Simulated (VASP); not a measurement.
A run of VASP 6.6.1 is set up as follows.

File INCAR:

```
  PREC = Accurate
  ENCUT = 520
  EDIFF = 1E-6
  ISMEAR = 0
  SIGMA = 0.1
  LREAL = False
  LASPH = True
  NELM = 100
  ALGO = Normal
  ISIF = 2
  LWAVE = False
  LCHARG = False
  GGA = PS
  NBANDS = 34
```

KPOINTS

```
regular mesh
0
Gamma
  12 12 12
```

POSCAR

```
NiGe3
1.0
    0.0000000000      3.1530310252      3.1530310252
    3.1530310252      0.0000000000      3.1530310252
    3.1530310252      3.1530310252      0.0000000000
Ge Ni
3 1
Direct
    0.2500000000      0.2500000000      0.2500000000
    0.7500000000      0.7500000000      0.7500000000
    0.5000000000      0.5000000000      0.5000000000
    0.0000000000      0.0000000000      0.0000000000
```

Potentials or basis: VASP PAW PBE potentials, release 64 (Ge_d, Ni).

The run is started by

```sh
$ cat potpaw_PBE.64/Ge_d/POTCAR potpaw_PBE.64/Ni/POTCAR > POTCAR
$ mpirun -np 1 vasp_std > vasp.out
```

(1) What does it give for the band gap on the k mesh?

(2) What does it give for the pressure?

Results:

(1) zero (bands 26 and 27 overlap by 0.85 eV).

(2) 0.2 GPa.

Caveat: the PAW data sets were made with another functional, which shifts forces and pressure a little.
